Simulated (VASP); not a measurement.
# LiSb3 (P4/mmm) in VASP: single point with PBE

Aim: the single point of LiSb3 with PBE.

All numbers are computed with VASP 6.6.1; they aren't measurements. Logs are shortened: lines on timing, memory, paths and dates and some standing lists are left out, and cuts for length are marked.

## (1) The cell of the first run

Symmetry: P4/mmm, No. 123, tetragonal system. The conventional cell has a = 4.775 Å, b = 4.775 Å, c = 4.681 Å, α = 90.00°, β = 90.00°, γ = 90.00°. Within 4.4 Å of Li (site symmetry 4/mmm) lie 12 Sb at 3.34 to 3.38 Å. Sb (site symmetry mmm) has 4 Li at 3.34 Å and 8 Sb at 3.34 to 3.38 Å within 4.4 Å. Within 4.4 Å of Sb (site symmetry 4/mmm) lie 8 Sb at 3.34 Å and 4 Li at 3.38 Å.

## (2) Single point, PBE

Contents of INCAR:

```
SYSTEM = LiSb3
ALGO = Normal ; EDIFF = 1E-6
ENCUT = 520 ; GGA = PE
ISIF = 2 ; ISMEAR = 0
LASPH = .True. ; LCHARG = .True.
LELF = .True. ; LREAL = .False.
LVHAR = .True. ; LWAVE = .False.
NBANDS = 17 ; NELM = 60
PREC = Accurate ; SIGMA = 0.02
```

Contents of KPOINTS:

```
k-points
0
Gamma
  4 4 4
  0 0 0
```

Contents of POSCAR:

```
LiSb3
1.0
    4.7746414200      0.0000000000      0.0000000000
    0.0000000000      4.7746414200      0.0000000000
    0.0000000000      0.0000000000      4.6810210000
Li Sb
1 3
Direct
    0.0000000000      0.0000000000      0.0000000000
    0.5000000000      0.0000000000      0.5000000000
    0.0000000000      0.5000000000      0.5000000000
    0.5000000000      0.5000000000      0.0000000000
```

Potentials or basis: VASP PAW PBE potentials, release 64 (Li_sv, Sb).

Started as:

```sh
cat potpaw_PBE.64/Li_sv/POTCAR potpaw_PBE.64/Sb/POTCAR > POTCAR
mpirun -np 1 vasp_std > vasp.out
```

OUTCAR:

```text
SYSTEM = LiSb3
   EDIFF = 1E-6
   ENCUT = 520
   GGA = PE
   ISIF = 2
   ISMEAR = 0
   LASPH = .True.
   LREAL = .False.
   NELM = 60
   PREC = Accurate

 ion  position               nearest neighbor table
   1  0.000  0.000  0.000-
   2  0.500  0.000  0.500-   4 3.34   4 3.34   4 3.34   4 3.34   3 3.38   3 3.38   3 3.38   3 3.38

   3  0.000  0.500  0.500-   4 3.34   4 3.34   4 3.34   4 3.34   2 3.38   2 3.38   2 3.38   2 3.38

   4  0.500  0.500  0.000-   2 3.34   3 3.34   2 3.34   3 3.34   2 3.34   2 3.34   3 3.34   3 3.34

  LATTYP: Found a simple tetragonal cell.
 ALAT       =     4.7746414200
 C/A-ratio  =     0.9803921569

  Lattice vectors:

 A1 = (   4.7746414200,   0.0000000000,   0.0000000000)
 A2 = (   0.0000000000,   4.7746414200,   0.0000000000)
 A3 = (   0.0000000000,   0.0000000000,   4.6810210000)

Analysis of symmetry for initial positions (statically):
=====================================================================
 Subroutine PRICEL returns:
 Original cell was already a primitive cell.

 Routine SETGRP: Setting up the symmetry group for a
 simple tetragonal supercell.

 Subroutine GETGRP returns: Found 16 space group operations
 (whereof 16 operations were pure point group operations)
 out of a pool of 16 trial point group operations.

The static configuration has the point symmetry D_4h.

Analysis of symmetry for dynamics (positions and initial velocities):
=====================================================================
 Subroutine PRICEL returns:
 Original cell was already a primitive cell.

 Routine SETGRP: Setting up the symmetry group for a
 simple tetragonal supercell.

 Subroutine GETGRP returns: Found 16 space group operations
 (whereof 16 operations were pure point group operations)
 out of a pool of 16 trial point group operations.

The dynamic configuration has the point symmetry D_4h.

 Subroutine INISYM returns: Found 16 space group operations
 (whereof 16 operations are pure point group operations),
 and found     1 'primitive' translations

----------------------------------------------------------------------------------------

[... 85 lines left out ...]
   LSORBIT =      F    spin-orbit coupling
   LASPH  =      T    aspherical Exc in radial PAW
   ENCUT  =  520.0 eV  38.22 Ry    6.18 a.u.   8.88  8.88  8.70*2*pi/ulx,y,z
   NELM   =     60;   NELMIN=  2; NELMDL= -5     # of ELM steps
   EDIFF  = 0.1E-05   stopping-criterion for ELM
   LREAL  =      F    real-space projection
   EDIFFG = 0.1E-04   stopping-criterion for IOM
   NSW    =      0    number of steps for IOM
   IBRION =     -1    ionic relax: 0-MD 1-quasi-New 2-CG
   NFREE  =      0    steps in history (QN), initial steepest desc. (CG)
   ISIF   =      2    stress and relaxation
   ISYM   =      2    0-nonsym 1-usesym 2-fastsym
   POTIM  = 0.5000    time-step for ionic-motion
   TEBEG  =    0.0;   TEEND  =   0.0 temperature during run
   PSTRESS=    0.0 pullay stress
   NELECT =      18.0000    total number of electrons
   NUPDOWN=      -1.0000    fix difference up-down
   EMIN   =  10.00;   EMAX   =-10.00  energy-range for DOS
   EFERMI =   0.00;   METHOD = LEGACY
   ISMEAR =     0;   SIGMA  =   0.02  broadening in eV -4-tet -1-fermi 0-gaus
   EFERMI_NEDOS =   21; number of points for ismear=-14 and -15
   IALGO  =     38    algorithm
   IMIX   =      4    mixing-type and parameters
     AMIX     =   0.40;   BMIX     =  1.00
     AMIX_MAG =   1.60;   BMIX_MAG =  1.00
  volume/ion in A,a.u.               =      26.68       180.04
  Fermi-wavevector in a.u.,A,eV,Ry     =   0.904534  1.709322 11.132042  0.818182
  Thomas-Fermi vector in A             =   2.027993
   LORBIT       =      0    0 simple, 1 ext, 2 COOP (PROOUT), +10 PAW based schemes
   GGA     = PE    functional components
   LHFCALC =     F    Hartree Fock is set to
   AEXX    =    0.0000 exact exchange contribution
   IVDW    =     0    specifies the selected vdW correction
   LEPSILON=     F    determine dielectric tensor
   LRPA    =     F    only Hartree local field effects (RPA)
 non-spin polarized calculation
 Gauss-broadening in eV      SIGMA  =   0.02
  energy-cutoff  :      520.00
  volume of cell :      106.71
 maximum number of plane-waves:      2897
 NGX is ok and might be reduce to    36
   NGX = 17   NGY = 17   NGZ = 17

 number of electron      17.9999993 magnetization

 Free energy of the ion-electron system (eV)
  ---------------------------------------------------
  ext. energy  EPLUGINS =         0.00000000
  ---------------------------------------------------
  free energy    TOTEN  =       -14.38728326 eV

  energy without entropy =      -14.38589734  energy(sigma->0) =      -14.38659030

 E-fermi :   6.3175     XC(G=0):  -9.3348

 val. band max:        6.3171238637   @ k =   0.0000   0.0000   0.2500
 cond. band min:       6.3301047990   @ k =   0.2500   0.0000   0.0000
 fundamental gap:      0.0129809353
 Fermi energy:         6.3174949032

 k-point     1 :       0.0000    0.0000    0.0000
  band No.  band energies     occupation
      1     -41.0453      2.00000
      2      -5.5411      2.00000
      3      -0.9545      2.00000
      4      -0.7926      2.00000
      5       2.3928      2.00000
      6       2.3928      2.00000
[... 337 lines left out ...]
      4      -2.5283      2.00000
      5       0.6049      2.00000
      6       1.9947      2.00000
[... 9 lines left out ...]
     16      14.3348      0.00000
     17      14.4421      0.00000

------------------------ aborting loop because EDIFF is reached ----------------------------------------

  FORCE on cell =-STRESS in cart. coord.  units (eV):
  Direction    XX          YY          ZZ          XY          YZ          ZX
  --------------------------------------------------------------------------------------
  -------------------------------------------------------------------------------------
  Total       -1.3455369     -1.3455369     -1.3702022      0.0000000      0.0000000      0.0000000
  in kB      -20.2015211    -20.2015211    -20.5718403      0.0000000      0.0000000      0.0000000
  external PRESSURE =     -20.3249608 kB  Pullay stress =       0.0000000 kB

 VOLUME and BASIS-vectors are now :
 -----------------------------------------------------------------------------
  energy-cutoff  :      520.00
  volume of cell :      106.71
      direct lattice vectors                 reciprocal lattice vectors
     4.774641420  0.000000000  0.000000000     0.209439812  0.000000000  0.000000000
     0.000000000  4.774641420  0.000000000     0.000000000  0.209439812  0.000000000
     0.000000000  0.000000000  4.681021000     0.000000000  0.000000000  0.213628608

 POSITION                                       TOTAL-FORCE (eV/Angst)
 -----------------------------------------------------------------------------------
      0.00000      0.00000      0.00000         0.000000      0.000000      0.000000
      2.38732      0.00000      2.34051         0.000000      0.000000      0.000000
      0.00000      2.38732      2.34051         0.000000      0.000000      0.000000
      2.38732      2.38732      0.00000         0.000000      0.000000      0.000000
 -----------------------------------------------------------------------------------
    total drift:                               -0.000000      0.000000      0.000000

  FREE ENERGIE OF THE ION-ELECTRON SYSTEM (eV)
  ---------------------------------------------------
  free  energy   TOTEN  =       -14.3872832638 eV

  energy  without entropy=      -14.3858973395  energy(sigma->0) =      -14.38659030
```

stdout:

```text
POSCAR found type information on POSCAR LiSb
 POSCAR found :  2 types and       4 ions
 scaLAPACK will be used
 LDA part: xc-table for (Slater+PW92), standard interpolation
 POSCAR, INCAR and KPOINTS ok, starting setup
 FFT: planning ... GRIDC
 FFT: planning ... GRID_SOFT
 FFT: planning ... GRID
 WAVECAR not read
 entering main loop
```

Wall time 20 s (1 thread of AMD EPYC 9R14 (Zen 4), shared host); peak memory 0.17 GiB.

Results:

- Free energy: -14.3873 eV
- Band gap on the k mesh: zero (band 9 reaches 7.86 eV, above the bottom of band 10 at 5.45 eV)

Levels at points of the mesh, in eV from the Fermi level:
```tsv
k point	band 6	band 7	band 8	band 9	band 10	band 11	band 12	band 13
(0.00, 0.00, 0.00)	-3.92	-3.78	0.93	0.93	0.94	1.03	2.69	2.69
(0.50, 0.00, 0.00)	-2.71	-1.34	-1.22	-1.13	-0.70	-0.50	2.55	2.66
(0.50, 0.50, 0.00)	-2.17	-1.16	-0.76	-0.76	-0.65	-0.65	3.15	3.44
(0.00, 0.00, 0.50)	-2.77	-1.34	-1.34	-1.13	-0.87	-0.56	2.45	2.45
(0.50, 0.00, 0.50)	-2.41	-1.24	-0.87	-0.83	-0.82	-0.79	2.99	3.70
(0.50, 0.50, 0.50)	-4.32	-4.32	-4.23	0.73	3.70	4.01	4.12	4.31
```

Caveat: the cutoff is under 1.25 times the usual one of these potentials, so pressure, stress and relaxed cells hold a basis-set (Pulay) error; spin-orbit coupling is left out, which moves the levels of the heavy elements.
